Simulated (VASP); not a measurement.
# CsC (Cmmm) in VASP: single point with PBE

Aim: the single point of CsC with PBE.

Everything below comes from runs of VASP 6.6.1. Logs are shortened: lines on timing, memory, paths and dates and some standing lists are left out, and cuts for length are marked.

### Step 1. The cell of the first run

It takes space group Cmmm (No. 65, orthorhombic). Conventional cell: a = 4.005 Å, b = 5.724 Å, c = 5.609 Å, α = 90.00°, β = 90.00°, γ = 90.00°. Within 4.5 Å of Cs (site symmetry mmm) lie 8 C at 3.45 to 4.01 Å and 6 Cs at 3.49 to 4.00 Å. C (site symmetry mmm) has 8 Cs at 3.45 to 4.01 Å and 6 C at 3.49 to 4.00 Å within 4.5 Å.

### Step 2. Single point, PBE

File INCAR:

```
ALGO = Normal
EDIFF = 1E-7
ENCUT = 520
GGA = PE
ISIF = 2
ISMEAR = 0
LASPH = T
LCHARG = F
LREAL = F
LWAVE = F
NBANDS = 14
NELM = 60
PREC = Accurate
SIGMA = 0.1
```

File KPOINTS:

```
k-points
0
Gamma
  6 6 4
```

File POSCAR:

```
CsC
1.0
    2.0024584700     -2.8620532200      0.0000000000
    2.0024584700      2.8620532200      0.0000000000
    0.0000000000      0.0000000000      5.6091636900
Cs C
1 1
Direct
    0.0000000000      0.0000000000      0.0000000000
    0.5000000000      0.5000000000      0.5000000000
```

Potentials or basis: VASP PAW PBE potentials, release 64 (Cs_sv, C).

The run is started by

```
$ cat potpaw_PBE.64/Cs_sv/POTCAR potpaw_PBE.64/C/POTCAR > POTCAR
$ mpirun -np 1 vasp_std > vasp.out
```

OUTCAR:

```text
EDIFF = 1E-7
   ENCUT = 520
   GGA = PE
   ISIF = 2
   ISMEAR = 0
   LASPH = T
   LREAL = F
   NELM = 60
   PREC = Accurate

 ion  position               nearest neighbor table
   1  0.000  0.000  0.000-
   2  0.500  0.500  0.500-

  LATTYP: Found a base centered orthorhombic cell.
 ALAT       =     4.0049169400
 B/A-ratio  =     1.4292697017
 C/A-ratio  =     1.4005692937

  Lattice vectors:

 A1 = (   2.0024584700,  -2.8620532200,   0.0000000000)
 A2 = (   2.0024584700,   2.8620532200,   0.0000000000)
 A3 = (   0.0000000000,   0.0000000000,   5.6091636900)

Analysis of symmetry for initial positions (statically):
=====================================================================
 Subroutine PRICEL returns:
 Original cell was already a primitive cell.

 Routine SETGRP: Setting up the symmetry group for a
 base centered orthorhombic supercell.

 Subroutine GETGRP returns: Found  8 space group operations
 (whereof  8 operations were pure point group operations)
 out of a pool of  8 trial point group operations.

The static configuration has the point symmetry D_2h.

Analysis of symmetry for dynamics (positions and initial velocities):
=====================================================================
 Subroutine PRICEL returns:
 Original cell was already a primitive cell.

 Routine SETGRP: Setting up the symmetry group for a
 base centered orthorhombic supercell.

 Subroutine GETGRP returns: Found  8 space group operations
 (whereof  8 operations were pure point group operations)
 out of a pool of  8 trial point group operations.

The dynamic configuration has the point symmetry D_2h.

 Subroutine INISYM returns: Found  8 space group operations
 (whereof  8 operations are pure point group operations),
 and found     1 'primitive' translations

----------------------------------------------------------------------------------------

                                     Primitive cell

  volume of cell :      64.2938

  direct lattice vectors                    reciprocal lattice vectors
     2.002458470 -2.862053220  0.000000000     0.249693069 -0.174699756  0.000000000
     2.002458470  2.862053220  0.000000000     0.249693069  0.174699756  0.000000000
     0.000000000  0.000000000  5.609163690     0.000000000  0.000000000  0.178279696

  length of vectors
     3.493019977  3.493019977  5.609163690     0.304740272  0.304740272  0.178279696

  position of ions in fractional coordinates (direct lattice)
     0.000000000  0.000000000  0.000000000
     0.500000000  0.500000000  0.500000000

  ion indices of the primitive-cell ions
   primitive index   ion index
                 1           1
                 2           2

----------------------------------------------------------------------------------------

 KPOINTS: k-points

Automatic generation of k-mesh.
 Grid dimensions read from file:
 generate k-points for:    6    6    4

 Generating k-lattice:

  Cartesian coordinates                     Fractional coordinates (reciprocal lattice)
     0.041615511 -0.029116626  0.000000000     0.166666667 -0.000000000  0.000000000
     0.041615511  0.029116626  0.000000000    -0.000000000  0.166666667  0.000000000
     0.000000000  0.000000000  0.044569924     0.000000000  0.000000000  0.250000000

  Length of vectors
     0.050790045  0.050790045  0.044569924

  Shift w.r.t. Gamma in fractional coordinates (k-lattice)
     0.000000000  0.000000000  0.000000000

 Subroutine IBZKPT returns following result:
 ===========================================

 Found     39 irreducible k-points:

 Following reciprocal coordinates:
            Coordinates               Weight
  0.000000  0.000000  0.000000      1.000000
  0.166667 -0.000000  0.000000      4.000000
  0.333333 -0.000000  0.000000      4.000000
  0.500000 -0.000000  0.000000      2.000000
  0.166667  0.166667  0.000000      2.000000
  0.333333  0.166667  0.000000      4.000000
[... 16 lines left out ...]
  0.333333  0.333333  0.250000      4.000000
  0.500000  0.333333  0.250000      8.000000
 [... further k-points ...]
   k-points           NKPTS =     39   k-points in BZ     NKDIM =     39   number of bands    NBANDS=     14
   number of dos      NEDOS =    301   number of ions     NIONS =      2
   total plane-waves  NPLWV =  32928
   dimension x,y,z NGX =    28 NGY =   28 NGZ =   42
   dimension x,y,z NGXF=    56 NGYF=   56 NGZF=   84
   ions per type =               1   1
   NGX,Y,Z   is equivalent  to a cutoff of  13.33, 13.33, 12.45 a.u.
   NGXF,Y,Z  is equivalent  to a cutoff of  26.65, 26.65, 24.90 a.u.
 SYSTEM =  unknown system
   PREC   = accura    normal or accurate (medium, high low for compatibility)
   ISTART =      0    job   : 0-new  1-cont  2-samecut
   ICHARG =      2    charge: 1-file 2-atom 10-const
   ISPIN  =      1    spin polarized calculation?
   LNONCOLLINEAR =      F non collinear calculations
   LSORBIT =      F    spin-orbit coupling
   LASPH  =      T    aspherical Exc in radial PAW
   ENCUT  =  520.0 eV  38.22 Ry    6.18 a.u.   6.49  6.49 10.43*2*pi/ulx,y,z
   NELM   =     60;   NELMIN=  2; NELMDL= -5     # of ELM steps
   EDIFF  = 0.1E-06   stopping-criterion for ELM
   LREAL  =      F    real-space projection
   EDIFFG = 0.1E-05   stopping-criterion for IOM
   NSW    =      0    number of steps for IOM
   IBRION =     -1    ionic relax: 0-MD 1-quasi-New 2-CG
   NFREE  =      0    steps in history (QN), initial steepest desc. (CG)
   ISIF   =      2    stress and relaxation
   ISYM   =      2    0-nonsym 1-usesym 2-fastsym
   POTIM  = 0.5000    time-step for ionic-motion
   TEBEG  =    0.0;   TEEND  =   0.0 temperature during run
   PSTRESS=    0.0 pullay stress
   NELECT =      13.0000    total number of electrons
   NUPDOWN=      -1.0000    fix difference up-down
   EMIN   =  10.00;   EMAX   =-10.00  energy-range for DOS
   EFERMI =   0.00;   METHOD = LEGACY
   ISMEAR =     0;   SIGMA  =   0.10  broadening in eV -4-tet -1-fermi 0-gaus
   EFERMI_NEDOS =   21; number of points for ismear=-14 and -15
   IALGO  =     38    algorithm
   IMIX   =      4    mixing-type and parameters
     AMIX     =   0.40;   BMIX     =  1.00
     AMIX_MAG =   1.60;   BMIX_MAG =  1.00
  volume/ion in A,a.u.               =      32.15       216.94
  Fermi-wavevector in a.u.,A,eV,Ry     =   0.960873  1.815787 12.561956  0.923278
  Thomas-Fermi vector in A             =   2.090196
   LORBIT       =      0    0 simple, 1 ext, 2 COOP (PROOUT), +10 PAW based schemes
   GGA     = PE    functional components
   LHFCALC =     F    Hartree Fock is set to
   AEXX    =    0.0000 exact exchange contribution
   IVDW    =     0    specifies the selected vdW correction
   LEPSILON=     F    determine dielectric tensor
   LRPA    =     F    only Hartree local field effects (RPA)
 non-spin polarized calculation
 Gauss-broadening in eV      SIGMA  =   0.10
  energy-cutoff  :      520.00
  volume of cell :       64.29
 maximum number of plane-waves:      1760
 NGX is ok and might be reduce to    28
   NGX = 13   NGY = 13   NGZ = 21

 number of electron      13.0000000 magnetization

 Free energy of the ion-electron system (eV)
  ---------------------------------------------------
  ext. energy  EPLUGINS =         0.00000000
  ---------------------------------------------------
  free energy    TOTEN  =        -4.01317258 eV

  energy without entropy =       -3.99604214  energy(sigma->0) =       -4.00460736

 E-fermi :   1.3869     XC(G=0):  -8.2815

 val. band max:        1.3799912541   @ k =  -0.3333   0.1667   0.0000
 cond. band min:       1.4007729808   @ k =   0.3333   0.3333   0.5000
 fundamental gap:      0.0207817268
 Fermi energy:         1.3868805093

 k-point     1 :       0.0000    0.0000    0.0000
  band No.  band energies     occupation
      1     -21.5160      2.00000
      2      -8.1061      2.00000
      3      -7.1269      2.00000
      4      -6.9929      2.00000
      5      -6.6180      2.00000
      6       1.5702      0.00954
      7       2.7000      0.00000
      8       3.0938      0.00000
      9       3.1719      0.00000
     10       4.8473      0.00000
     11       6.2220      0.00000
     12       8.3769      0.00000
     13       9.4025      0.00000
     14      10.3731      0.00000

 k-point     2 :       0.1667   -0.0000    0.0000
  band No.  band energies     occupation
      1     -21.4110      2.00000
      2      -7.9744      2.00000
      3      -7.8158      2.00000
      4      -6.8892      2.00000
      5      -6.7616      2.00000
      6       1.4071      0.77516
      7       1.9981      0.00000
      8       2.8547      0.00000
      9       4.0048      0.00000
     10       5.4858      0.00000
     11       6.9065      0.00000
     12       8.1856      0.00000
     13       8.1883      0.00000
     14       9.8492      0.00000

 k-point     3 :       0.3333   -0.0000    0.0000
  band No.  band energies     occupation
      1     -21.1872      2.00000
      2      -9.1117      2.00000
      3      -7.6873      2.00000
      4      -7.0056      2.00000
      5      -6.4477      2.00000
      6       0.7693      2.00000
      7       0.9795      2.00000
      8       2.6014      0.00000
      9       4.1080      0.00000
     10       6.8470      0.00000
     11       7.5617      0.00000
     12       8.0917      0.00000
     13       9.8656      0.00000
     14       9.8785      0.00000
[... 324 lines left out ...]
 k-point    23 :       0.3333    0.3333    0.2500
  band No.  band energies     occupation
      1     -20.9098      2.00000
      2      -9.0149      2.00000
      3      -8.7527      2.00000
      4      -7.4103      2.00000
      5      -6.2403      2.00000
      6       1.0615      2.00000
      7       1.1296      1.99973
      8       1.4974      0.11792
      9       5.4312      0.00000
     10       5.6127      0.00000
     11       6.9356      0.00000
     12       8.0485      0.00000
     13       8.4363      0.00000
     14      11.7042      0.00000

 k-point    24 :       0.5000    0.3333    0.2500
  band No.  band energies     occupation
      1     -20.8691      2.00000
      2      -9.4114      2.00000
      3      -8.2725      2.00000
      4      -7.4853      2.00000
      5      -6.1163      2.00000
      6       0.7065      2.00000
      7       1.2628      1.92067
      8       1.7594      0.00000
      9       3.8904      0.00000
     10       5.2812      0.00000
     11       7.1393      0.00000
     12       8.3637      0.00000
     13       8.8967      0.00000
     14      11.3910      0.00000

 [... further k-points ...]
[... 5 lines left out ...]
  --------------------------------------------------------------------------------------
  -------------------------------------------------------------------------------------
  Total        0.6255842      0.5920011     -3.4941873      0.0000000      0.0000000      0.0000000
  in kB       15.5893148     14.7524375    -87.0737865      0.0000000      0.0000000      0.0000000
  external PRESSURE =     -18.9106781 kB  Pullay stress =       0.0000000 kB

 VOLUME and BASIS-vectors are now :
 -----------------------------------------------------------------------------
  energy-cutoff  :      520.00
  volume of cell :       64.29
      direct lattice vectors                 reciprocal lattice vectors
     2.002458470 -2.862053220  0.000000000     0.249693069 -0.174699756  0.000000000
     2.002458470  2.862053220  0.000000000     0.249693069  0.174699756  0.000000000
     0.000000000  0.000000000  5.609163690     0.000000000  0.000000000  0.178279696

 POSITION                                       TOTAL-FORCE (eV/Angst)
 -----------------------------------------------------------------------------------
      0.00000      0.00000      0.00000        -0.000000      0.000000      0.000000
      2.00246      0.00000      2.80458         0.000000      0.000000      0.000000
 -----------------------------------------------------------------------------------
    total drift:                                0.000000      0.000000      0.000000

  FREE ENERGIE OF THE ION-ELECTRON SYSTEM (eV)
  ---------------------------------------------------
  free  energy   TOTEN  =        -4.0131725818 eV

  energy  without entropy=       -3.9960421360  energy(sigma->0) =       -4.00460736
```

It took 12 s on 1 thread of Intel Xeon 6975P-C (Granite Rapids), shared host; peak memory 0.19 GiB.

What came out:

- Free energy: -4.0132 eV
- Pressure: -1.9 GPa

Stress tensor (GPa, compression positive):
```
 1.56  0.00  0.00
 0.00  1.48  0.00
 0.00  0.00 -8.71
```

Caveat: spin-orbit coupling is left out, which moves the levels of the heavy elements.
